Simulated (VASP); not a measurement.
# Si in VASP: a series of runs

Runs on Si. Level: LDA. Tasks: single point, relaxation of cell and atoms.

All numbers are computed with VASP 6.6.1; they aren't measurements. Logs are shortened: lines on timing, memory, paths and dates and some standing lists are left out, and cuts for length are marked.

## 1. The cell of the first run

The typed cell holds 6 atoms: a = 3.820 Å, b = 3.820 Å, c = 9.355 Å, α = 90.00°, β = 90.00°, γ = 120.00°.

## 2. Single point, LDA

INCAR

```
PREC = Accurate
ENCUT = 520
EDIFF = 1E-6
ISMEAR = 0
SIGMA = 0.03
LREAL = False
LASPH = True
NELM = 80
ALGO = Normal
ISIF = 2
LWAVE = False
LCHARG = True
LELF = True
LVHAR = True
NBANDS = 21
```

KPOINTS

```
regular mesh
0
Gamma
  8 8 4
```

POSCAR

```
Si
1.0
    3.8201109660      0.0000000000      0.0000000000
   -1.9100554830      3.3083131418      0.0000000000
    0.0000000000      0.0000000000      9.3551296732
Si
6
Direct
    0.0000000000      0.0000000000     -0.0000115093
    0.0000000000      0.0000000000      0.2500115093
    0.3333333333      0.6666666667      0.3333218240
    0.3333333333      0.6666666667      0.5833448427
    0.6666666667      0.3333333333      0.6666551573
    0.6666666667      0.3333333333      0.9166781760
```

Potentials or basis: VASP PAW LDA potentials, release 64 (Si).

On the command line:

```console
cat potpaw_LDA.64/Si/POTCAR > POTCAR
mpirun -np 1 vasp_std > vasp.out
```

OUTCAR:

```text
PREC = Accurate
   ENCUT = 520
   EDIFF = 1E-6
   ISMEAR = 0
   LREAL = False
   LASPH = True
   NELM = 80
   ISIF = 2

 ion  position               nearest neighbor table
   1  0.000  0.000  1.000-   2 2.34   6 2.34   6 2.34   6 2.34
   2  0.000  0.000  0.250-   1 2.34   3 2.34   3 2.34   3 2.34
   3  0.333  0.667  0.333-   4 2.34   2 2.34   2 2.34   2 2.34
   4  0.333  0.667  0.583-   3 2.34   5 2.34   5 2.34   5 2.34
   5  0.667  0.333  0.667-   6 2.34   4 2.34   4 2.34   4 2.34
   6  0.667  0.333  0.917-   5 2.34   1 2.34   1 2.34   1 2.34

  LATTYP: Found a hexagonal cell.
 ALAT       =     3.8201109660
 C/A-ratio  =     2.4489156876

  Lattice vectors:

 A1 = (   3.8201109660,   0.0000000000,   0.0000000000)
 A2 = (  -1.9100554830,   3.3083131418,   0.0000000000)
 A3 = (   0.0000000000,   0.0000000000,   9.3551296732)

Analysis of symmetry for initial positions (statically):
=====================================================================
 Subroutine PRICEL returns following result:

  LATTYP: Found a trigonal (rhomboedric) cell.
 ALAT       =     3.8195141431
 COS(alpha) =     0.4998437315

  Lattice vectors:

 A1 = (   1.9100554826,   1.1027710475,  -3.1183765584)
 A2 = (   0.0000000002,  -2.2055420946,  -3.1183765574)
 A3 = (  -1.9100554828,   1.1027710472,  -3.1183765574)

   3 primitive cells build up your supercell.

 Routine SETGRP: Setting up the symmetry group for a
 hexagonal supercell.

 Subroutine GETGRP returns: Found 12 space group operations
 (whereof  6 operations were pure point group operations)
 out of a pool of 24 trial point group operations.

The static configuration has the point symmetry C_3v.
 The point group associated with its full space group is D_3d.

Analysis of symmetry for dynamics (positions and initial velocities):
=====================================================================
 Subroutine PRICEL returns following result:

  LATTYP: Found a trigonal (rhomboedric) cell.
 ALAT       =     3.8195141431
 COS(alpha) =     0.4998437315

  Lattice vectors:

 A1 = (   1.9100554826,   1.1027710475,  -3.1183765584)
 A2 = (   0.0000000002,  -2.2055420946,  -3.1183765574)
 A3 = (  -1.9100554828,   1.1027710472,  -3.1183765574)

   3 primitive cells build up your supercell.

 Routine SETGRP: Setting up the symmetry group for a
 hexagonal supercell.

 Subroutine GETGRP returns: Found 12 space group operations
 (whereof  6 operations were pure point group operations)
 out of a pool of 24 trial point group operations.

The dynamic configuration has the point symmetry C_3v.
 The point group associated with its full space group is D_3d.

 Subroutine INISYM returns: Found 12 space group operations
 (whereof  6 operations are pure point group operations),
 and found     3 'primitive' translations

----------------------------------------------------------------------------------------

                                     Primitive cell

  volume of cell :      39.4104

  direct lattice vectors                    reciprocal lattice vectors
     1.910055483  1.102771047 -3.118376558     0.261772501  0.151134424 -0.106893227
     0.000000000 -2.205542095 -3.118376557    -0.000000000 -0.302268847 -0.106893227
    -1.910055483  1.102771047 -3.118376557    -0.261772501  0.151134424 -0.106893227

  length of vectors
     3.819514143  3.819514143  3.819514142     0.320612879  0.320612879  0.320612879

  position of ions in fractional coordinates (direct lattice)
     0.000011509  0.000011509  0.000011509
     0.749988491  0.749988491  0.749988491

  ion indices of the primitive-cell ions
   primitive index   ion index
                 1           1
                 2           2

----------------------------------------------------------------------------------------

 KPOINTS: regular mesh

Automatic generation of k-mesh.
 Grid dimensions read from file:
 generate k-points for:    8    8    4

 Generating k-lattice:

  Cartesian coordinates                     Fractional coordinates (reciprocal lattice)
     0.032721563  0.018891803  0.000000000     0.125000000  0.000000000  0.000000000
     0.000000000  0.037783606  0.000000000     0.000000000  0.125000000  0.000000000
     0.000000000  0.000000000  0.026723307     0.000000000  0.000000000  0.250000000

  Length of vectors
     0.037783606  0.037783606  0.026723307

  Shift w.r.t. Gamma in fractional coordinates (k-lattice)
     0.000000000  0.000000000  0.000000000

 Subroutine IBZKPT returns following result:
 ===========================================

 Found     35 irreducible k-points:

 Following reciprocal coordinates:
            Coordinates               Weight
  0.000000  0.000000  0.000000      1.000000
  0.125000  0.000000  0.000000      6.000000
  0.250000  0.000000  0.000000      6.000000
  0.375000  0.000000  0.000000      6.000000
  0.500000  0.000000  0.000000      3.000000
  0.125000  0.125000  0.000000      6.000000
[... 16 lines left out ...]
 -0.125000  0.500000  0.250000     12.000000
  0.250000  0.250000  0.250000     12.000000
 [... further k-points ...]
   k-points           NKPTS =     35   k-points in BZ     NKDIM =     35   number of bands    NBANDS=     21
   number of dos      NEDOS =    301   number of ions     NIONS =      6
   total plane-waves  NPLWV =  54880
   dimension x,y,z NGX =    28 NGY =   28 NGZ =   70
   dimension x,y,z NGXF=    56 NGYF=   56 NGZF=  140
   ions per type =               6
   NGX,Y,Z   is equivalent  to a cutoff of  12.19, 12.19, 12.44 a.u.
   NGXF,Y,Z  is equivalent  to a cutoff of  24.37, 24.37, 24.88 a.u.
 SYSTEM =  unknown system
   PREC   = accura    normal or accurate (medium, high low for compatibility)
   ISTART =      0    job   : 0-new  1-cont  2-samecut
   ICHARG =      2    charge: 1-file 2-atom 10-const
   ISPIN  =      1    spin polarized calculation?
   LNONCOLLINEAR =      F non collinear calculations
   LSORBIT =      F    spin-orbit coupling
   LASPH  =      T    aspherical Exc in radial PAW
   ENCUT  =  520.0 eV  38.22 Ry    6.18 a.u.   7.10  7.10 17.39*2*pi/ulx,y,z
   NELM   =     80;   NELMIN=  2; NELMDL= -5     # of ELM steps
   EDIFF  = 0.1E-05   stopping-criterion for ELM
   LREAL  =      F    real-space projection
   EDIFFG = 0.1E-04   stopping-criterion for IOM
   NSW    =      0    number of steps for IOM
   IBRION =     -1    ionic relax: 0-MD 1-quasi-New 2-CG
   NFREE  =      0    steps in history (QN), initial steepest desc. (CG)
   ISIF   =      2    stress and relaxation
   ISYM   =      2    0-nonsym 1-usesym 2-fastsym
   POTIM  = 0.5000    time-step for ionic-motion
   TEBEG  =    0.0;   TEEND  =   0.0 temperature during run
   PSTRESS=    0.0 pullay stress
   NELECT =      24.0000    total number of electrons
   NUPDOWN=      -1.0000    fix difference up-down
   EMIN   =  10.00;   EMAX   =-10.00  energy-range for DOS
   EFERMI =   0.00;   METHOD = LEGACY
   ISMEAR =     0;   SIGMA  =   0.03  broadening in eV -4-tet -1-fermi 0-gaus
   EFERMI_NEDOS =   21; number of points for ismear=-14 and -15
   IALGO  =     38    algorithm
   IMIX   =      4    mixing-type and parameters
     AMIX     =   0.40;   BMIX     =  1.00
     AMIX_MAG =   1.60;   BMIX_MAG =  1.00
  volume/ion in A,a.u.               =      19.71       132.98
  Fermi-wavevector in a.u.,A,eV,Ry     =   0.962132  1.818165 12.594873  0.925697
  Thomas-Fermi vector in A             =   2.091564
   LORBIT       =      0    0 simple, 1 ext, 2 COOP (PROOUT), +10 PAW based schemes
   GGA     = CA    functional components
   LHFCALC =     F    Hartree Fock is set to
   AEXX    =    0.0000 exact exchange contribution
   IVDW    =     0    specifies the selected vdW correction
   LEPSILON=     F    determine dielectric tensor
   LRPA    =     F    only Hartree local field effects (RPA)
 non-spin polarized calculation
 Gauss-broadening in eV      SIGMA  =   0.03
  energy-cutoff  :      520.00
  volume of cell :      118.23
 maximum number of plane-waves:      3210
   NGX = 15   NGY = 15   NGZ = 35

 number of electron      23.9999999 magnetization

 Free energy of the ion-electron system (eV)
  ---------------------------------------------------
  ext. energy  EPLUGINS =         0.00000000
  ---------------------------------------------------
  free energy    TOTEN  =       -35.75324905 eV

  energy without entropy =      -35.75324905  energy(sigma->0) =      -35.75324905

 E-fermi :   6.0765     XC(G=0):  -9.6653

 val. band max:        5.9349435895   @ k =   0.0000   0.0000   0.0000
 cond. band min:       6.4236210952   @ k =   0.0000   0.3750   0.2500
 fundamental gap:      0.4886775057
 Fermi energy:         6.0765364951

 k-point     1 :       0.0000    0.0000    0.0000
  band No.  band energies     occupation
      1      -6.1329      2.00000
      2      -4.7337      2.00000
      3      -4.7336      2.00000
      4       0.5373      2.00000
      5       0.5373      2.00000
      6       4.9216      2.00000
[... 13 lines left out ...]
     20       9.3970      0.00000
     21       9.3970      0.00000

 k-point     2 :       0.1250    0.0000    0.0000
  band No.  band energies     occupation
      1      -5.9487      2.00000
      2      -4.5561      2.00000
      3      -4.5516      2.00000
      4       0.5951      2.00000
      5       0.6055      2.00000
      6       3.4832      2.00000
[... 13 lines left out ...]
     20       9.6750      0.00000
     21      10.3688      0.00000

 k-point     3 :       0.2500    0.0000    0.0000
  band No.  band energies     occupation
      1      -5.4063      2.00000
      2      -4.0564      2.00000
      3      -4.0076      2.00000
      4       0.4196      2.00000
      5       0.4478      2.00000
      6       2.0930      2.00000
[... 13 lines left out ...]
     20      11.0098      0.00000
     21      11.2760      0.00000
[... 457 lines left out ...]
 k-point    23 :      -0.1250    0.5000    0.2500
  band No.  band energies     occupation
      1      -3.9214      2.00000
      2      -3.0633      2.00000
      3      -2.8241      2.00000
      4      -0.9270      2.00000
      5      -0.6123      2.00000
      6      -0.5191      2.00000
[... 13 lines left out ...]
     20      11.2318      0.00000
     21      13.2590      0.00000

 k-point    24 :       0.2500    0.2500    0.2500
  band No.  band energies     occupation
      1      -3.9781      2.00000
      2      -3.3707      2.00000
      3      -2.3229      2.00000
      4      -1.2526      2.00000
      5      -0.4979      2.00000
      6       0.2239      2.00000
[... 13 lines left out ...]
     20      11.1763      0.00000
     21      11.6681      0.00000

 [... further k-points ...]
[... 5 lines left out ...]
  --------------------------------------------------------------------------------------
  -------------------------------------------------------------------------------------
  Total        0.0398108      0.0398108      0.0237289     -0.0000000     -0.0000000      0.0000000
  in kB        0.5394840      0.5394840      0.3215550     -0.0000000     -0.0000000      0.0000000
  external PRESSURE =       0.4668410 kB  Pullay stress =       0.0000000 kB

 VOLUME and BASIS-vectors are now :
 -----------------------------------------------------------------------------
  energy-cutoff  :      520.00
  volume of cell :      118.23
      direct lattice vectors                 reciprocal lattice vectors
     3.820110966  0.000000000  0.000000000     0.261772501  0.151134424  0.000000000
    -1.910055483  3.308313142  0.000000000     0.000000000  0.302268847  0.000000000
     0.000000000  0.000000000  9.355129673     0.000000000  0.000000000  0.106893227

 POSITION                                       TOTAL-FORCE (eV/Angst)
 -----------------------------------------------------------------------------------
      0.00000      0.00000      9.35502         0.000000     -0.000000     -0.001690
      0.00000      0.00000      2.33889        -0.000000      0.000000      0.001690
     -0.00000      2.20554      3.11827        -0.000000     -0.000000     -0.001690
     -0.00000      2.20554      5.45727        -0.000000      0.000000      0.001690
      1.91006      1.10277      6.23665         0.000000     -0.000000     -0.001690
      1.91006      1.10277      8.57564        -0.000000      0.000000      0.001690
 -----------------------------------------------------------------------------------
    total drift:                               -0.000000      0.000000     -0.000000

  FREE ENERGIE OF THE ION-ELECTRON SYSTEM (eV)
  ---------------------------------------------------
  free  energy   TOTEN  =       -35.7532490496 eV

  energy  without entropy=      -35.7532490496  energy(sigma->0) =      -35.75324905
```

Wall time 90 s (1 thread of Intel Xeon 8259CL, shared host); peak memory 0.21 GiB.

What came out:

* Free energy: -35.7532 eV
* Pressure: 0.0 GPa
* Band gap on the k mesh: 0.49 eV

Levels at points of the mesh, in eV from the valence-band top:
```csv
k point,band 10,band 11,band 12,band 13,band 14,band 15
"(0.00, 0.00, 0.00)",0.00,0.00,0.00,1.71,1.71,2.53
"(0.50, 0.00, 0.00)",-2.83,-1.80,-1.80,0.57,0.57,1.95
"(0.00, 0.00, 0.50)",-0.46,-0.46,-0.46,1.48,2.31,2.31
"(0.50, 0.00, 0.50)",-2.59,-1.21,-1.21,0.94,0.94,1.49
```

A k mesh can miss the band edges.

## 3. Relaxation of cell and atoms, LDA

This run uses another cell than the first one, of 20.02 Å³/atom.

INCAR

```
PREC = Accurate
ENCUT = 600
EDIFF = 1E-6
ISMEAR = 0
SIGMA = 0.03
LREAL = False
LASPH = True
NELM = 100
ALGO = Normal
ISIF = 3
LWAVE = False
LCHARG = False
GGA = CA
IBRION = 2
NSW = 80
EDIFFG = -0.002
```

KPOINTS

```
Automatic mesh
0
Gamma
  8 8 4
```

POSCAR

```
Si
1.0
    3.8402969300      0.0000000000      0.0000000000
   -1.9201484650      3.3257946995      0.0000000000
    0.0000000000      0.0000000000      9.4067679400
Si
6
Direct
    0.0000000000      0.0000000000      0.0000000000
    0.0000000000      0.0000000000      0.2500000000
    0.3333333333      0.6666666667      0.3333333333
    0.3333333333      0.6666666667      0.5833333333
    0.6666666667      0.3333333333      0.6666666667
    0.6666666667      0.3333333333      0.9166666667
```

Potentials or basis: VASP PAW LDA potentials, release 64 (Si).

On the command line:

```console
cat potpaw_LDA.64/Si/POTCAR > POTCAR
mpirun -np 1 vasp_std > vasp.out
```

Wall time 4.2 min (1 thread of Intel Xeon 8259CL, shared host); peak memory 0.24 GiB.

The run converged. Its results:

```yaml
Free_energy: -35.7539 eV
Relaxed_volume: 19.72 Å³/atom
Relaxed_cell: a = 3.821 Å, b = 3.821 Å, c = 9.357 Å, α = 90.00°, β = 90.00°, γ = 120.00°
Space_group_after_relaxing_to_0.1_Å: Fd-3m (No. 227)
Energy_gained_by_relaxing: 1.4 meV/atom
Ionic_steps: 7
Pressure_after_relaxing: 0.0 GPa
Band_gap_on_the_k_mesh: 0.49 eV
```

Step by step:
| step | energy change (eV) | largest force (eV/Å) | pressure (GPa) | volume (Å³) |
| --- | --- | --- | --- | --- |
| 1 | 0.0000 | 0.0020 | -1.45 | 120.14 |
| 2 | -0.0042 | 0.0031 | 1.07 | 117.02 |
| 3 | -0.0085 | 0.0026 | 0.00 | 118.30 |
| 4 | -0.0085 | 0.0026 | 0.03 | 118.26 |
| 5 | -0.0085 | 0.0009 | -0.02 | 118.32 |
| 6 | -0.0085 | 0.0014 | -0.01 | 118.30 |
| 7 | -0.0085 | 0.0015 | 0.00 | 118.30 |

Final structure:
```cif
data_structure
_symmetry_space_group_name_H-M 'P 1'
_symmetry_Int_Tables_number 1
_cell_length_a 3.8209
_cell_length_b 3.8209
_cell_length_c 9.3567
_cell_angle_alpha 90.000
_cell_angle_beta 90.000
_cell_angle_gamma 120.000
_cell_volume 118.30
loop_
_atom_site_label
_atom_site_type_symbol
_atom_site_fract_x
_atom_site_fract_y
_atom_site_fract_z
_atom_site_occupancy
Si1 Si 0.00000 0.00000 0.99999 1
Si2 Si 0.00000 0.00000 0.25001 1
Si3 Si 0.33333 0.66667 0.33332 1
Si4 Si 0.33333 0.66667 0.58335 1
Si5 Si 0.66667 0.33333 0.66665 1
Si6 Si 0.66667 0.33333 0.91668 1
```

Levels at points of the mesh, in eV from the valence-band top:
| k point | band 8 | band 9 | band 10 | band 11 | band 12 | band 13 | band 14 | band 15 | band 16 |
| --- | --- | --- | --- | --- | --- | --- | --- | --- | --- |
| (0.00, 0.00, 0.00) | -1.01 | -1.01 | 0.00 | 0.00 | 0.00 | 1.71 | 1.71 | 2.53 | 2.53 |
| (0.50, 0.00, 0.00) | -2.89 | -2.83 | -2.83 | -1.80 | -1.80 | 0.57 | 0.57 | 1.95 | 1.95 |
| (0.00, 0.00, 0.50) | -1.21 | -0.46 | -0.46 | -0.46 | -0.46 | 1.48 | 2.31 | 2.31 | 3.18 |
| (0.50, 0.00, 0.50) | -3.71 | -2.59 | -2.59 | -1.21 | -1.21 | 0.94 | 0.94 | 1.48 | 2.63 |

A k mesh can miss the band edges.
